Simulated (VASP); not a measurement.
Fe, 1 atom in the cell. The structure is cubic, space group Im-3m (No. 229). The conventional cell has a = 2.847 Å, b = 2.847 Å, c = 2.847 Å, α = 90.00°, β = 90.00°, γ = 90.00°. Fe (site symmetry m-3m) has 14 Fe at 2.47 to 2.85 Å within 3.3 Å.  This cell differs from its parent crystal: volume scaled by 0.96.

* Program: VASP 6.6.1
* Task: single point
* Functional: LDA
* Potentials or basis: VASP PAW LDA potentials, release 64 (Fe)
* Cutoff: 520 eV
* k mesh: 13 × 13 × 13
* Occupations: fermi-dirac, width 0.05 eV
* Spin: collinear spin, ferromagnetic start
* Starting moments: [3.0] μB
* Dipole correction: no
* Further INCAR settings: ALGO = Normal; EDIFF = 1e-07; NBANDS = 14

Potentials or basis: VASP PAW LDA potentials, release 64 (Fe).

Launch:

```console
$ cat potpaw_LDA.64/Fe/POTCAR > POTCAR
$ mpirun -np 1 vasp_std > vasp.out
```

Hardware: 1 thread of Intel(R) Xeon(R) Platinum 8488C (Sapphire Rapids), on a shared host.

Problem. How long does it take, and how much memory?

Solution. Run time: 25 s on 1 thread of Intel(R) Xeon(R) Platinum 8488C (Sapphire Rapids), with other jobs on the host, peak memory 0.13 GiB. Counts: scf iterations 15, k points 84.
